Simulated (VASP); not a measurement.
# HfGe (P4/mmm) in VASP: notebook, part 2 of 2

VASP 6.6.1. Earlier steps stand in the parts before.

### 3 Single point, PBE

This run uses another cell than the first one, of 21.29 Å³/atom, 1.020 times its volume.

The input, INCAR:

```
PREC     = Accurate       # precision mode
ENCUT    = 520            # plane-wave cutoff, eV
EDIFF    = 1E-6           # SCF threshold, eV
ISMEAR   = -1             # smearing method
SIGMA    = 0.05           # smearing width, eV
LREAL    = F              # projectors in reciprocal space
LASPH    = T              # aspherical terms in the spheres
NELM     = 80             # most SCF steps
ALGO     = Normal         # electronic algorithm
ISIF     = 2              # what is computed and relaxed
LWAVE    = F              # write WAVECAR
LCHARG   = T              # write CHGCAR
GGA      = PE             # functional
LELF     = T              # ELF
LVHAR    = T            
NBANDS   = 19             # bands
```

The input, KPOINTS:

```
regular mesh
0
Gamma
  8 8 7
```

The input, POSCAR:

```
HfGe
1.0
    3.2196660000      0.0000000000      0.0000000000
    0.0000000000      3.2196660000      0.0000000000
    0.0000000000      0.0000000000      4.1084277000
Hf Ge
1 1
Direct
    0.5000000000      0.5000000000      0.0000000000
    0.0000000000      0.0000000000      0.0000000000
```

Potentials or basis: VASP PAW PBE potentials, release 64 (Hf_pv, Ge_d).

Started as:

```
$ cat potpaw_PBE.64/Hf_pv/POTCAR potpaw_PBE.64/Ge_d/POTCAR > POTCAR
$ mpirun -np 1 vasp_std > vasp.out
```

OUTCAR:

```text
PREC = Accurate
   ENCUT = 520
   EDIFF = 1E-6
   ISMEAR = -1
   LREAL = F
   LASPH = T
   NELM = 80
   ISIF = 2
   GGA = PE

 ion  position               nearest neighbor table
   1  0.500  0.500  0.000-   2 2.28   2 2.28   2 2.28   2 2.28
   2  0.000  0.000  0.000-   1 2.28   1 2.28   1 2.28   1 2.28

  LATTYP: Found a simple tetragonal cell.
 ALAT       =     3.2196660000
 C/A-ratio  =     1.2760415832

  Lattice vectors:

 A1 = (   3.2196660000,   0.0000000000,   0.0000000000)
 A2 = (   0.0000000000,   3.2196660000,   0.0000000000)
 A3 = (   0.0000000000,   0.0000000000,   4.1084277000)

Analysis of symmetry for initial positions (statically):
=====================================================================
 Subroutine PRICEL returns:
 Original cell was already a primitive cell.

 Routine SETGRP: Setting up the symmetry group for a
 simple tetragonal supercell.

 Subroutine GETGRP returns: Found 16 space group operations
 (whereof 16 operations were pure point group operations)
 out of a pool of 16 trial point group operations.

The static configuration has the point symmetry D_4h.

Analysis of symmetry for dynamics (positions and initial velocities):
=====================================================================
 Subroutine PRICEL returns:
 Original cell was already a primitive cell.

 Routine SETGRP: Setting up the symmetry group for a
 simple tetragonal supercell.

 Subroutine GETGRP returns: Found 16 space group operations
 (whereof 16 operations were pure point group operations)
 out of a pool of 16 trial point group operations.

The dynamic configuration has the point symmetry D_4h.

 Subroutine INISYM returns: Found 16 space group operations
 (whereof 16 operations are pure point group operations),
 and found     1 'primitive' translations

----------------------------------------------------------------------------------------

                                     Primitive cell

  volume of cell :      42.5890

  direct lattice vectors                    reciprocal lattice vectors
     3.219666000  0.000000000  0.000000000     0.310591223  0.000000000  0.000000000
     0.000000000  3.219666000  0.000000000     0.000000000  0.310591223  0.000000000
     0.000000000  0.000000000  4.108427700     0.000000000  0.000000000  0.243402117

  length of vectors
     3.219666000  3.219666000  4.108427700     0.310591223  0.310591223  0.243402117

  position of ions in fractional coordinates (direct lattice)
     0.500000000  0.500000000  0.000000000
     0.000000000  0.000000000  0.000000000

  ion indices of the primitive-cell ions
   primitive index   ion index
                 1           1
                 2           2

----------------------------------------------------------------------------------------

 KPOINTS: regular mesh

Automatic generation of k-mesh.
 Grid dimensions read from file:
 generate k-points for:    8    8    7

 Generating k-lattice:

  Cartesian coordinates                     Fractional coordinates (reciprocal lattice)
     0.038823903  0.000000000  0.000000000     0.125000000  0.000000000  0.000000000
     0.000000000  0.038823903  0.000000000     0.000000000  0.125000000  0.000000000
     0.000000000  0.000000000  0.034771731     0.000000000  0.000000000  0.142857143

  Length of vectors
     0.038823903  0.038823903  0.034771731

  Shift w.r.t. Gamma in fractional coordinates (k-lattice)
     0.000000000  0.000000000  0.000000000

 Subroutine IBZKPT returns following result:
 ===========================================

 Found     60 irreducible k-points:

 Following reciprocal coordinates:
            Coordinates               Weight
  0.000000  0.000000  0.000000      1.000000
  0.125000  0.000000  0.000000      4.000000
  0.250000  0.000000  0.000000      4.000000
  0.375000  0.000000  0.000000      4.000000
  0.500000  0.000000  0.000000      2.000000
  0.125000  0.125000  0.000000      4.000000
[... 16 lines left out ...]
  0.375000  0.125000  0.142857     16.000000
  0.500000  0.125000  0.142857      8.000000
 [... further k-points ...]
   k-points           NKPTS =     60   k-points in BZ     NKDIM =     60   number of bands    NBANDS=     19
   number of dos      NEDOS =    301   number of ions     NIONS =      2
   total plane-waves  NPLWV =  18432
   dimension x,y,z NGX =    24 NGY =   24 NGZ =   32
   dimension x,y,z NGXF=    48 NGYF=   48 NGZF=   64
   ions per type =               1   1
   NGX,Y,Z   is equivalent  to a cutoff of  12.39, 12.39, 12.95 a.u.
   NGXF,Y,Z  is equivalent  to a cutoff of  24.78, 24.78, 25.90 a.u.
 SYSTEM =  unknown system
   PREC   = accura    normal or accurate (medium, high low for compatibility)
   ISTART =      0    job   : 0-new  1-cont  2-samecut
   ICHARG =      2    charge: 1-file 2-atom 10-const
   ISPIN  =      1    spin polarized calculation?
   LNONCOLLINEAR =      F non collinear calculations
   LSORBIT =      F    spin-orbit coupling
   LASPH  =      T    aspherical Exc in radial PAW
   ENCUT  =  520.0 eV  38.22 Ry    6.18 a.u.   5.99  5.99  7.64*2*pi/ulx,y,z
   NELM   =     80;   NELMIN=  2; NELMDL= -5     # of ELM steps
   EDIFF  = 0.1E-05   stopping-criterion for ELM
   LREAL  =      F    real-space projection
   EDIFFG = 0.1E-04   stopping-criterion for IOM
   NSW    =      0    number of steps for IOM
   IBRION =     -1    ionic relax: 0-MD 1-quasi-New 2-CG
   NFREE  =      0    steps in history (QN), initial steepest desc. (CG)
   ISIF   =      2    stress and relaxation
   ISYM   =      2    0-nonsym 1-usesym 2-fastsym
   POTIM  = 0.5000    time-step for ionic-motion
   TEBEG  =    0.0;   TEEND  =   0.0 temperature during run
   PSTRESS=    0.0 pullay stress
   NELECT =      24.0000    total number of electrons
   NUPDOWN=      -1.0000    fix difference up-down
   EMIN   =  10.00;   EMAX   =-10.00  energy-range for DOS
   EFERMI =   0.00;   METHOD = LEGACY
   ISMEAR =    -1;   SIGMA  =   0.05  broadening in eV -4-tet -1-fermi 0-gaus
   EFERMI_NEDOS =   21; number of points for ismear=-14 and -15
   IALGO  =     38    algorithm
   IMIX   =      4    mixing-type and parameters
     AMIX     =   0.40;   BMIX     =  1.00
     AMIX_MAG =   1.60;   BMIX_MAG =  1.00
  volume/ion in A,a.u.               =      21.29       143.70
  Fermi-wavevector in a.u.,A,eV,Ry     =   1.352216  2.555318 24.878100  1.828489
  Thomas-Fermi vector in A             =   2.479573
   LORBIT       =      0    0 simple, 1 ext, 2 COOP (PROOUT), +10 PAW based schemes
   GGA     = PE    functional components
[... 5 lines left out ...]
 non-spin polarized calculation
  energy-cutoff  :      520.00
  volume of cell :       42.59
 maximum number of plane-waves:      1176
 NGX is ok and might be reduce to    24
   NGX = 11   NGY = 11   NGZ = 15

 number of electron      23.9999991 magnetization

 Free energy of the ion-electron system (eV)
  ---------------------------------------------------
  ext. energy  EPLUGINS =         0.00000000
  ---------------------------------------------------
  free energy    TOTEN  =       -10.40364517 eV

  energy without entropy =      -10.38944557  energy(sigma->0) =      -10.39654537

 E-fermi :   4.5564     XC(G=0): -10.4720

 val. band max:        4.5421383903   @ k =   0.5000   0.3750   0.4286
 cond. band min:       4.5591405693   @ k =   0.0000   0.0000   0.0000
 fundamental gap:      0.0170021790
 Fermi energy:         4.5564022602

 k-point     1 :       0.0000    0.0000    0.0000
  band No.  band energies     occupation
      1     -25.6403      2.00000
      2     -25.1887      2.00000
      3     -25.1887      2.00000
      4     -19.1396      2.00000
      5     -19.0373      2.00000
      6     -18.9712      2.00000
[... 11 lines left out ...]
     18      13.8901      0.00000
     19      15.8655      0.00000

 k-point     2 :       0.1250    0.0000    0.0000
  band No.  band energies     occupation
      1     -25.6355      2.00000
      2     -25.2861      2.00000
      3     -25.2079      2.00000
      4     -19.0858      2.00000
      5     -19.0207      2.00000
      6     -18.9498      2.00000
[... 476 lines left out ...]
 k-point    24 :       0.5000    0.1250    0.1429
  band No.  band energies     occupation
      1     -25.7842      2.00000
      2     -25.6038      2.00000
      3     -25.3594      2.00000
      4     -18.9317      2.00000
      5     -18.9218      2.00000
      6     -18.9155      2.00000
[... 11 lines left out ...]
     18      12.4095      0.00000
     19      14.5775      0.00000

 [... further k-points ...]
[... 5 lines left out ...]
  --------------------------------------------------------------------------------------
  -------------------------------------------------------------------------------------
  Total       24.6503297     24.6503297     -0.4623262      0.0000000      0.0000000     -0.0000000
  in kB      927.3336598    927.3336598    -17.3924916      0.0000000      0.0000000     -0.0000000
  external PRESSURE =     612.4249426 kB  Pullay stress =       0.0000000 kB

 VOLUME and BASIS-vectors are now :
 -----------------------------------------------------------------------------
  energy-cutoff  :      520.00
  volume of cell :       42.59
      direct lattice vectors                 reciprocal lattice vectors
     3.219666000  0.000000000  0.000000000     0.310591223  0.000000000  0.000000000
     0.000000000  3.219666000  0.000000000     0.000000000  0.310591223  0.000000000
     0.000000000  0.000000000  4.108427700     0.000000000  0.000000000  0.243402117

 POSITION                                       TOTAL-FORCE (eV/Angst)
 -----------------------------------------------------------------------------------
      1.60983      1.60983      0.00000         0.000000      0.000000      0.000000
      0.00000      0.00000      0.00000         0.000000      0.000000      0.000000
 -----------------------------------------------------------------------------------
    total drift:                                0.000000     -0.000000     -0.000000

  FREE ENERGIE OF THE ION-ELECTRON SYSTEM (eV)
  ---------------------------------------------------
  free  energy   TOTEN  =       -10.4036451670 eV

  energy  without entropy=      -10.3894455653  energy(sigma->0) =      -10.39654537
```

Run time: 14 s. Hardware: 1 thread of Intel Xeon 6975P-C (Granite Rapids), shared host; peak memory 0.18 GiB.

What came out:

| Item | Value |
| --- | --- |
| Free energy | -10.4036 eV |
| Pressure | 61.2 GPa |
| Band gap on the k mesh | zero (band 12 reaches 7.15 eV, above the bottom of band 13 at 3.96 eV) |

Stress tensor (GPa, compression positive):
```
92.73  0.00  0.00
 0.00 92.73  0.00
 0.00  0.00 -1.74
```

Caveat: spin-orbit coupling is left out, which moves the levels of the heavy elements.
